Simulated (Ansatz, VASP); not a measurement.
**One calculation of SiC, two programs**

The input POSCAR:

```
SiC
1.0
    3.0950000000      0.0000000000      0.0000000000
   -1.5475000000      2.6803486247      0.0000000000
    0.0000000000      0.0000000000     15.1700000000
Si C
6 6
Direct
    0.0000000000      0.0000000000      0.1250484249
    0.0000000000      0.0000000000      0.6250484249
    0.3333333333      0.6666666667      0.2918257749
    0.6666666667      0.3333333333      0.7918257749
    0.3333333333      0.6666666667      0.9583152732
    0.6666666667      0.3333333333      0.4583152732
    0.0000000000      0.0000000000     -0.0003283977
    0.0000000000      0.0000000000      0.4996716023
    0.3333333333      0.6666666667      0.1668332769
    0.6666666667      0.3333333333      0.6668332769
    0.3333333333      0.6666666667      0.8333056478
    0.6666666667      0.3333333333      0.3333056478
```

The input INCAR.step1:

```
SYSTEM = SiC
PREC = Accurate
ENCUT = 520
ISMEAR = -1
SIGMA = 0.02
LREAL = .False.
LASPH = .True.
NELM = 100
NBANDS = 36
GGA = PE
ALGO = Normal
EDIFF = 1E-4
LWAVE = .True.
LCHARG = .False.
```

File INCAR.step2:

```
SYSTEM = SiC
PREC = Accurate
ENCUT = 520
EDIFF = 1E-8
ISMEAR = -1
SIGMA = 0.02
LREAL = .False.
LASPH = .True.
NELM = 100
ALGO = Normal
ISIF = 2
LWAVE = .False.
LCHARG = .False.
METAGGA = R2SCAN
LMIXTAU = .True.
LEFG = .True.
NBANDS = 36
ISTART = 1
```

File KPOINTS:

```
regular mesh
0
Gamma
  10 10 2
  0 0 0
```

Input for Ansatz:

```yaml
crystal:
  lattice:
    - [3.095, 0.0, 0.0]
    - [-1.5475, 2.6803486247, 0.0]
    - [0.0, 0.0, 15.17]
  atoms:
    - { symbol: Si, position: [0.0, 0.0, 0.1250484249] }
    - { symbol: Si, position: [0.0, 0.0, 0.6250484249] }
    - { symbol: Si, position: [0.3333333333, 0.6666666667, 0.2918257749] }
    - { symbol: Si, position: [0.6666666667, 0.3333333333, 0.7918257749] }
    - { symbol: Si, position: [0.3333333333, 0.6666666667, 0.9583152732] }
    - { symbol: Si, position: [0.6666666667, 0.3333333333, 0.4583152732] }
    - { symbol: C, position: [0.0, 0.0, -0.0003283977] }
    - { symbol: C, position: [0.0, 0.0, 0.4996716023] }
    - { symbol: C, position: [0.3333333333, 0.6666666667, 0.1668332769] }
    - { symbol: C, position: [0.6666666667, 0.3333333333, 0.6668332769] }
    - { symbol: C, position: [0.3333333333, 0.6666666667, 0.8333056478] }
    - { symbol: C, position: [0.6666666667, 0.3333333333, 0.3333056478] }
kpoints:
  mp_grid: { grid: [10, 10, 2] }
scf:
  occupations: { method: fermi_dirac, width: 0.02 }
hamiltonian:
  xc: r2scan
  pseudopotentials: { kind: paw, frozen_core: stored }
output:
  forces: true
  stress: true
  populations: true
  efg: {}
  write_density: true
  write_potential: true
  elf: true
  volumetric_format: npy
```

Alike in both runs: task electric field gradients; functional r2SCAN; k mesh 10 × 10 × 2; occupations fermi-dirac, width 0.02 eV; no spin polarisation.

|  | VASP | Ansatz |
| --- | --- | --- |
| version | VASP 6.6.1 | Ansatz 0.2.0 |
| potentials or method | VASP PAW PBE potentials, release 64 (Si, C) | plane-wave PAW, scalar-relativistic |
| plane-wave cutoff (eV) | 520 | 500 |
| valence electrons in the cell | 48 | 48 |

Ansatz gave:

```
gap on the k mesh at the Fermi level (eV)                     : 2.40
pressure (GPa)                                                : -3.6
traceless stress, the component that is largest in VASP (GPa) : 0.44
size of Vzz on the site where it differs most (V/Å²)          : 2.2
```

Which values does VASP return?

gap on the k mesh at the Fermi level (eV): 2.40; pressure (GPa): -3.5; traceless stress, the component that is largest in VASP (GPa): 0.44; size of Vzz on the site where it differs most (V/Å²): 2.4.

VASP's potentials were made for PBE, not for r2SCAN.
